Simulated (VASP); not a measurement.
# PtSe2 in VASP: single point with PBEsol

Aim: the single point of PtSe2 with PBEsol.

Everything below comes from runs of VASP 6.6.1. Logs are shortened: lines on timing, memory, paths and dates and some standing lists are left out, and cuts for length are marked.

## Step 1: The cell of the first run

The cell holds a sheet with vacuum, 3 atoms: a = 3.677 Å, b = 3.677 Å, c = 18.612 Å, α = 90.00°, β = 90.00°, γ = 120.00°.

## Step 2: Single point, PBEsol

Input file INCAR:

```
SYSTEM = PtSe2
  PREC = Accurate
  ENCUT = 400
  EDIFF = 1E-6
  ISMEAR = 0
  SIGMA = 0.03
  LREAL = .False.
  LASPH = .True.
  NELM = 120
  ALGO = Normal
  ISIF = 2
  LWAVE = .False.
  LCHARG = .False.
  LDIPOL = .True.
  IDIPOL = 3
  DIPOL = 0.5 0.5 0.500
  GGA = PS
  NBANDS = 18
  GGA_COMPAT = .False.
  NELMDL = -8
```

Input file KPOINTS:

```
regular mesh
0
Gamma
  12 12 1
  0 0 0
```

Input file POSCAR:

```
PtSe2
1.0
    3.6771055952      0.0000000000      0.0000000000
   -1.8385527976      3.1844668578      0.0000000000
    0.0000000000      0.0000000000     18.6122962272
Se Pt
2 1
Direct
    0.3333333333      0.6666666667      0.4298233760
    0.6666666667      0.3333333333      0.5701766240
    0.0000000000      0.0000000000      0.5000000000
```

Potentials or basis: VASP PAW PBE potentials, release 64 (Se, Pt).

Launch:

```bash
cat potpaw_PBE.64/Se/POTCAR potpaw_PBE.64/Pt/POTCAR > POTCAR
mpirun -np 1 vasp_std > vasp.out
```

OUTCAR:

```text
SYSTEM = PtSe2
   PREC = Accurate
   ENCUT = 400
   EDIFF = 1E-6
   ISMEAR = 0
   LREAL = .False.
   LASPH = .True.
   NELM = 120
   ISIF = 2
   GGA = PS
   NELMDL = -8

 ion  position               nearest neighbor table
   1  0.333  0.667  0.430-   3 2.49   3 2.49   3 2.49
   2  0.667  0.333  0.570-   3 2.49   3 2.49   3 2.49
   3  0.000  0.000  0.500-   1 2.49   2 2.49   1 2.49   2 2.49   2 2.49   1 2.49

  LATTYP: Found a hexagonal cell.
 ALAT       =     3.6771055952
 C/A-ratio  =     5.0616703125

  Lattice vectors:

 A1 = (   3.6771055952,   0.0000000000,   0.0000000000)
 A2 = (  -1.8385527976,   3.1844668578,   0.0000000000)
 A3 = (   0.0000000000,   0.0000000000,  18.6122962272)

Analysis of symmetry for initial positions (statically):
=====================================================================
 Subroutine PRICEL returns:
 Original cell was already a primitive cell.

 Routine SETGRP: Setting up the symmetry group for a
 hexagonal supercell.

 Subroutine GETGRP returns: Found 12 space group operations
 (whereof 12 operations were pure point group operations)
 out of a pool of 24 trial point group operations.

The static configuration has the point symmetry D_3d.

Analysis of symmetry for dynamics (positions and initial velocities):
=====================================================================
 Subroutine PRICEL returns:
 Original cell was already a primitive cell.

 Routine SETGRP: Setting up the symmetry group for a
 hexagonal supercell.

 Subroutine GETGRP returns: Found 12 space group operations
 (whereof 12 operations were pure point group operations)
 out of a pool of 24 trial point group operations.

The dynamic configuration has the point symmetry D_3d.

 Subroutine INISYM returns: Found 12 space group operations
 (whereof 12 operations are pure point group operations),
 and found     1 'primitive' translations

----------------------------------------------------------------------------------------

                                     Primitive cell

  volume of cell :     217.9429

  direct lattice vectors                    reciprocal lattice vectors
     3.677105595  0.000000000  0.000000000     0.271953028  0.157012154  0.000000000
    -1.838552798  3.184466858  0.000000000     0.000000000  0.314024308  0.000000000
     0.000000000  0.000000000 18.612296227     0.000000000  0.000000000  0.053727922

  length of vectors
     3.677105595  3.677105595 18.612296227     0.314024308  0.314024308  0.053727922

  position of ions in fractional coordinates (direct lattice)
     0.333333333  0.666666667  0.429823376
     0.666666667  0.333333333  0.570176624
     0.000000000  0.000000000  0.500000000

  ion indices of the primitive-cell ions
   primitive index   ion index
                 1           1
                 2           2
                 3           3

----------------------------------------------------------------------------------------

 KPOINTS: regular mesh

Automatic generation of k-mesh.
 Grid dimensions read from file:
 generate k-points for:   12   12    1

 Generating k-lattice:

  Cartesian coordinates                     Fractional coordinates (reciprocal lattice)
     0.022662752  0.013084346  0.000000000     0.083333333  0.000000000  0.000000000
     0.000000000  0.026168692  0.000000000     0.000000000  0.083333333  0.000000000
     0.000000000  0.000000000  0.053727922     0.000000000  0.000000000  1.000000000

  Length of vectors
     0.026168692  0.026168692  0.053727922

  Shift w.r.t. Gamma in fractional coordinates (k-lattice)
     0.000000000  0.000000000  0.000000000

 Subroutine IBZKPT returns following result:
 ===========================================

 Found     19 irreducible k-points:

 Following reciprocal coordinates:
            Coordinates               Weight
  0.000000  0.000000  0.000000      1.000000
  0.083333 -0.000000  0.000000      6.000000
  0.166667 -0.000000  0.000000      6.000000
  0.250000 -0.000000  0.000000      6.000000
  0.333333 -0.000000  0.000000      6.000000
  0.416667 -0.000000  0.000000      6.000000
[... 11 lines left out ...]
  0.333333  0.250000  0.000000     12.000000
  0.333333  0.333333  0.000000      2.000000
   k-points           NKPTS =     19   k-points in BZ     NKDIM =     19   number of bands    NBANDS=     18
   number of dos      NEDOS =    301   number of ions     NIONS =      3
   total plane-waves  NPLWV =  72576
   dimension x,y,z NGX =    24 NGY =   24 NGZ =  126
   dimension x,y,z NGXF=    48 NGYF=   48 NGZF=  252
   ions per type =               2   1
   NGX,Y,Z   is equivalent  to a cutoff of  10.85, 10.85, 11.25 a.u.
   NGXF,Y,Z  is equivalent  to a cutoff of  21.70, 21.70, 22.51 a.u.
 SYSTEM =  PtSe2
   PREC   = accura    normal or accurate (medium, high low for compatibility)
   ISTART =      0    job   : 0-new  1-cont  2-samecut
   ICHARG =      2    charge: 1-file 2-atom 10-const
   ISPIN  =      1    spin polarized calculation?
   LNONCOLLINEAR =      F non collinear calculations
   LSORBIT =      F    spin-orbit coupling
   LASPH  =      T    aspherical Exc in radial PAW
   ENCUT  =  400.0 eV  29.40 Ry    5.42 a.u.   6.00  6.00 30.35*2*pi/ulx,y,z
   NELM   =    120;   NELMIN=  2; NELMDL= -8     # of ELM steps
   EDIFF  = 0.1E-05   stopping-criterion for ELM
   LREAL  =      F    real-space projection
[... 7 lines left out ...]
   TEBEG  =    0.0;   TEEND  =   0.0 temperature during run
   PSTRESS=    0.0 pullay stress
   NELECT =      22.0000    total number of electrons
   NUPDOWN=      -1.0000    fix difference up-down
   EMIN   =  10.00;   EMAX   =-10.00  energy-range for DOS
   EFERMI =   0.00;   METHOD = LEGACY
   ISMEAR =     0;   SIGMA  =   0.03  broadening in eV -4-tet -1-fermi 0-gaus
   EFERMI_NEDOS =   21; number of points for ismear=-14 and -15
   IALGO  =     38    algorithm
   IMIX   =      4    mixing-type and parameters
     AMIX     =   0.40;   BMIX     =  1.00
     AMIX_MAG =   1.60;   BMIX_MAG =  1.00
  volume/ion in A,a.u.               =      72.65       490.25
  Fermi-wavevector in a.u.,A,eV,Ry     =   0.762257  1.440457  7.905473  0.581036
  Thomas-Fermi vector in A             =   1.861678
   LORBIT       =      0    0 simple, 1 ext, 2 COOP (PROOUT), +10 PAW based schemes
   GGA     = PS    functional components
   LHFCALC =     F    Hartree Fock is set to
   AEXX    =    0.0000 exact exchange contribution
   IVDW    =     0    specifies the selected vdW correction
   LEPSILON=     F    determine dielectric tensor
   LRPA    =     F    only Hartree local field effects (RPA)
 non-spin polarized calculation
 Gauss-broadening in eV      SIGMA  =   0.03
  energy-cutoff  :      400.00
  volume of cell :      217.94
 maximum number of plane-waves:      4020
 NGX is ok and might be reduce to    24
   NGX = 11   NGY = 11   NGZ = 61

 number of electron      22.0000001 magnetization

 dipolmoment           0.000000      0.000000     -0.000000 electrons x Angstroem

 Free energy of the ion-electron system (eV)
  ---------------------------------------------------
  ext. energy  EPLUGINS =         0.00000000
  ---------------------------------------------------
  free energy    TOTEN  =       -15.77721503 eV

  energy without entropy =      -15.77721503  energy(sigma->0) =      -15.77721503

 E-fermi :  -2.4073     XC(G=0):  -3.6506

 val. band max:       -2.5976185518   @ k =   0.0833  -0.0000   0.0000
 cond. band min:      -1.2078960621   @ k =   0.2500  -0.0000   0.0000
 fundamental gap:      1.3897224897
 Fermi energy:        -2.4072877405

 k-point     1 :       0.0000    0.0000    0.0000
  band No.  band energies     occupation
      1     -16.8807      2.00000
      2     -14.9611      2.00000
      3      -7.9316      2.00000
      4      -7.9276      2.00000
      5      -7.9276      2.00000
      6      -5.6135      2.00000
[... 10 lines left out ...]
     17       3.1886      0.00000
     18       4.3646      0.00000

 k-point     2 :       0.0833   -0.0000    0.0000
  band No.  band energies     occupation
      1     -16.8012      2.00000
      2     -14.9664      2.00000
      3      -7.9449      2.00000
      4      -7.8802      2.00000
      5      -7.8526      2.00000
      6      -5.7230      2.00000
[... 10 lines left out ...]
     17       3.4211      0.00000
     18       4.4731      0.00000

 k-point     3 :       0.1667   -0.0000    0.0000
  band No.  band energies     occupation
      1     -16.5722      2.00000
      2     -14.9824      2.00000
      3      -7.9669      2.00000
      4      -7.7548      2.00000
      5      -7.6302      2.00000
      6      -6.1190      2.00000
[... 10 lines left out ...]
     17       3.7951      0.00000
     18       4.6833      0.00000

 k-point     4 :       0.2500   -0.0000    0.0000
  band No.  band energies     occupation
      1     -16.2257      2.00000
      2     -15.0080      2.00000
      3      -7.9690      2.00000
      4      -7.6048      2.00000
      5      -7.3718      2.00000
      6      -6.7120      2.00000
[... 10 lines left out ...]
     17       4.3541      0.00000
     18       5.0802      0.00000

 k-point     5 :       0.3333   -0.0000    0.0000
  band No.  band energies     occupation
      1     -15.8253      2.00000
      2     -15.0394      2.00000
      3      -8.2277      2.00000
      4      -7.5036      2.00000
      5      -7.3844      2.00000
      6      -6.6626      2.00000
[... 10 lines left out ...]
     17       4.5593      0.00000
     18       5.2418      0.00000

 k-point     6 :       0.4167   -0.0000    0.0000
  band No.  band energies     occupation
      1     -15.4775      2.00000
      2     -15.0720      2.00000
      3      -8.7592      2.00000
      4      -7.4729      2.00000
      5      -7.1056      2.00000
      6      -6.4442      2.00000
[... 10 lines left out ...]
     17       5.0833      0.00000
     18       5.9955      0.00000

 k-point     7 :       0.5000   -0.0000    0.0000
  band No.  band energies     occupation
      1     -15.3267      2.00000
      2     -15.0942      2.00000
      3      -8.9896      2.00000
      4      -7.4709      2.00000
      5      -6.7496      2.00000
      6      -6.5878      2.00000
[... 10 lines left out ...]
     17       5.6530      0.00000
     18       6.2606      0.00000

 k-point     8 :       0.0833    0.0833    0.0000
  band No.  band energies     occupation
      1     -16.6468      2.00000
      2     -14.9771      2.00000
      3      -7.9563      2.00000
      4      -7.8019      2.00000
      5      -7.7018      2.00000
      6      -5.8818      2.00000
[... 10 lines left out ...]
     17       4.0348      0.00000
     18       4.4692      0.00000
[... 124 lines left out ...]
     17       5.4075      0.00000
     18       5.6505      0.00000

 k-point    15 :       0.3333    0.1667    0.0000
  band No.  band energies     occupation
      1     -15.3574      2.00000
      2     -15.0760      2.00000
      3      -8.5118      2.00000
      4      -7.6546      2.00000
      5      -6.9915      2.00000
      6      -6.3622      2.00000
[... 10 lines left out ...]
     17       5.6323      0.00000
     18       6.1177      0.00000

 k-point    16 :       0.4167    0.1667    0.0000
  band No.  band energies     occupation
      1     -15.2217      2.00000
      2     -15.0966      2.00000
      3      -8.7020      2.00000
      4      -7.6500      2.00000
      5      -6.8359      2.00000
      6      -6.3444      2.00000
[... 10 lines left out ...]
     17       5.8081      0.00000
     18       5.9816      0.00000

 k-point    17 :       0.2500    0.2500    0.0000
  band No.  band energies     occupation
      1     -15.3668      2.00000
      2     -15.0707      2.00000
      3      -8.2402      2.00000
      4      -7.6932      2.00000
      5      -7.2038      2.00000
      6      -6.4654      2.00000
[... 10 lines left out ...]
     17       6.1405      0.00000
     18       6.3155      0.00000

 k-point    18 :       0.3333    0.2500    0.0000
  band No.  band energies     occupation
      1     -15.1679      2.00000
      2     -15.0898      2.00000
      3      -8.3593      2.00000
      4      -7.7166      2.00000
      5      -7.3209      2.00000
      6      -6.2943      2.00000
[... 10 lines left out ...]
     17       6.1604      0.00000
     18       6.5470      0.00000

 k-point    19 :       0.3333    0.3333    0.0000
  band No.  band energies     occupation
      1     -15.0953      2.00000
      2     -15.0953      2.00000
      3      -8.1012      2.00000
      4      -7.7415      2.00000
      5      -7.7415      2.00000
      6      -6.1921      2.00000
[... 10 lines left out ...]
     17       6.2515      0.00000
     18       6.4867      0.00000

------------------------ aborting loop because EDIFF is reached ----------------------------------------

 vacuum level on the upper side and lower side of the slab       (xc-potential included)        -0.185        -0.185

  FORCE on cell =-STRESS in cart. coord.  units (eV):
  Direction    XX          YY          ZZ          XY          YZ          ZX
  --------------------------------------------------------------------------------------
  -------------------------------------------------------------------------------------
  Total        0.5319650      0.5319650      0.0957388     -0.0000000      0.0000000      0.0000000
  in kB        3.9106674      3.9106674      0.7038107     -0.0000000      0.0000000      0.0000000
  external PRESSURE =       2.8417152 kB  Pullay stress =       0.0000000 kB

 VOLUME and BASIS-vectors are now :
 -----------------------------------------------------------------------------
  energy-cutoff  :      400.00
  volume of cell :      217.94
      direct lattice vectors                 reciprocal lattice vectors
     3.677105595  0.000000000  0.000000000     0.271953028  0.157012154  0.000000000
    -1.838552798  3.184466858  0.000000000     0.000000000  0.314024308  0.000000000
     0.000000000  0.000000000 18.612296227     0.000000000  0.000000000  0.053727922

 POSITION                                       TOTAL-FORCE (eV/Angst)
 -----------------------------------------------------------------------------------
     -0.00000      2.12298      8.00000        -0.000000      0.000000     -0.047515
      1.83855      1.06149     10.61230         0.000000     -0.000000      0.047515
      0.00000      0.00000      9.30615         0.000000      0.000000      0.000000
 -----------------------------------------------------------------------------------
    total drift:                               -0.000000      0.000000      0.000000

  FREE ENERGIE OF THE ION-ELECTRON SYSTEM (eV)
  ---------------------------------------------------
  free  energy   TOTEN  =       -15.7772150298 eV

  energy  without entropy=      -15.7772150298  energy(sigma->0) =      -15.77721503

 vacuum level on the upper side and lower side of the slab         2.969         2.969
```

It took 50 s on 1 thread of Intel Xeon Platinum 8375C at 2.90GHz (Ice Lake), shared host; peak memory 0.26 GiB.

Results:

```
Free energy            : -15.7772 eV
Largest force          : 0.048 eV/Å
Band gap on the k mesh : 1.39 eV (least direct gap 1.68 eV)
```

Forces in eV/Å, atoms in the order of the input:
```
Se   0.000  0.000 -0.048
Se   0.000  0.000  0.048
Pt   0.000  0.000  0.000
```

Levels at points of the mesh, in eV from the valence-band top:
| k point | band 9 | band 10 | band 11 | band 12 | band 13 | band 14 |
| --- | --- | --- | --- | --- | --- | --- |
| (0.00, 0.00, 0.00) | -0.71 | 0.00 | 0.00 | 3.08 | 3.08 | 4.61 |
| (0.50, 0.00, 0.00) | -2.04 | -1.90 | -1.53 | 2.49 | 2.80 | 4.68 |

Caveat: the PAW data sets were made with another functional, which shifts forces and pressure a little; spin-orbit coupling is left out, which moves the levels of the heavy elements.
